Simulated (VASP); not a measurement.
A run of VASP 6.6.1 is set up as follows.

Contents of INCAR:

```
SYSTEM = SnO
ALGO = Normal
EDIFF = 1E-6
ENCUT = 520
GGA = PS
ISIF = 2
ISMEAR = -1
LASPH = .TRUE.
LCHARG = .TRUE.
LELF = .TRUE.
LREAL = .FALSE.
LVHAR = .TRUE.
LWAVE = .FALSE.
NBANDS = 28
NELM = 60
PREC = Accurate
SIGMA = 0.02
```

The input KPOINTS:

```
k-points
0
G
  6 4 6
  0 0 0
```

Contents of POSCAR:

```
SnO
1.0
    3.3096615362      0.0000000000      0.0000000000
    0.0000000000      5.5974175183      0.0000000000
    0.0000000000      0.0000000000      4.1649093566
Sn O
2 2
Direct
    0.0000000000      0.2319090000      0.5131440000
    0.5000000000      0.7680910000      0.0131440000
    0.0000000000      0.8912500000      0.7368570000
    0.5000000000      0.1087500000      0.2368570000
```

Potentials or basis: VASP PAW PBE potentials, release 64 (Sn_d, O).

Run with:

```console
$ cat potpaw_PBE.64/Sn_d/POTCAR potpaw_PBE.64/O/POTCAR > POTCAR
$ mpirun -np 1 vasp_std > vasp.out
```

(1) Predict the largest force.

(2) Predict the pressure.

Results:

(1) 0.237 eV/Å.

(2) 0.3 GPa.

Caveat: the PAW data sets were made with another functional, which shifts forces and pressure a little.
